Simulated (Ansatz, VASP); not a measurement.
# Pd in VASP and in Ansatz

```xyz
1
Lattice="2.5332 0.0000 0.0000 0.0000 2.5332 0.0000 0.0000 0.0000 2.5332" Properties=species:S:1:pos:R:3 pbc="T T T"
Pd    0.0000    0.0000    0.0000
```

Alike in both runs: task single point; functional RPBE; k mesh 13 × 13 × 13; occupations fermi-dirac, width 0.05 eV; collinear spin.

|  | VASP | Ansatz |
| --- | --- | --- |
| version | VASP 6.6.1 | Ansatz 0.2.0 |
| potentials or method | VASP PAW PBE potentials, release 64 (Pd), cutoff 520 eV | plane waves (420 eV) with PAW, scalar-relativistic |
| valence electrons in the cell | 10 | 18 |

VASP gave:

* pressure (GPa): 18.3
* net moment per atom (μB): 0.00

**Question.** Which values does Ansatz return?

**Answer.** Pressure (GPa): 18.8; net moment per atom (μB): 0.00.

VASP's potentials were made for PBE, not for RPBE. The functional is the same, so the differences come from potentials, cutoffs and numerics. VASP's potentials hold 10 valence electrons a cell and Ansatz's 18, so a difference there can come from the potentials and not from the codes. Ansatz's warnings: seeded moment not kept.
